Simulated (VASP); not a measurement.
Wanted: the native input for a VASP 6.6.1 run.

```yaml
Task: single point
Functional: LDA
Potentials_or_basis: VASP PAW LDA potentials, release 64 (Ga_d, P)
Cutoff: 520 eV
k_mesh: 8 × 8 × 8
Occupations: gaussian, width 0.01 eV
Spin: no spin polarisation
Dipole_correction: no
Further_INCAR_settings: ALGO = Normal; EDIFF = 1e-06; NBANDS = 16
```

The structure of GaP lies in POSCAR:

```
GaP
1.0
    0.0000000000      2.6956489027      2.6956489027
    2.6956489027      0.0000000000      2.6956489027
    2.6956489027      2.6956489027      0.0000000000
Ga P
1 1
Direct
    0.0000000000      0.0000000000      0.0000000000
    0.2500000000      0.2500000000      0.2500000000
```

The input as run:

INCAR

```
SYSTEM = GaP
PREC = Accurate
ENCUT = 520
EDIFF = 1E-6
ISMEAR = 0
SIGMA = 0.01
LREAL = .FALSE.
LASPH = .TRUE.
NELM = 60
ALGO = Normal
ISIF = 2
LWAVE = .FALSE.
LCHARG = .TRUE.
GGA = CA
LELF = .TRUE.
LVHAR = .TRUE.
NBANDS = 16
```

KPOINTS

```
Automatic mesh
0
G
  8 8 8
  0 0 0
```

Potentials or basis: VASP PAW LDA potentials, release 64 (Ga_d, P).

Launch:

```console
$ cat potpaw_LDA.64/Ga_d/POTCAR potpaw_LDA.64/P/POTCAR > POTCAR
$ mpirun -np 1 vasp_std > vasp.out
```

It gave:

The pressure is 0.1 GPa and the band gap on the k mesh is 1.43 eV, indirect (least direct gap 1.91 eV).

Wall time 24 s on 1 thread of Intel Xeon 8259CL (shared host), peak memory 0.15 GiB.
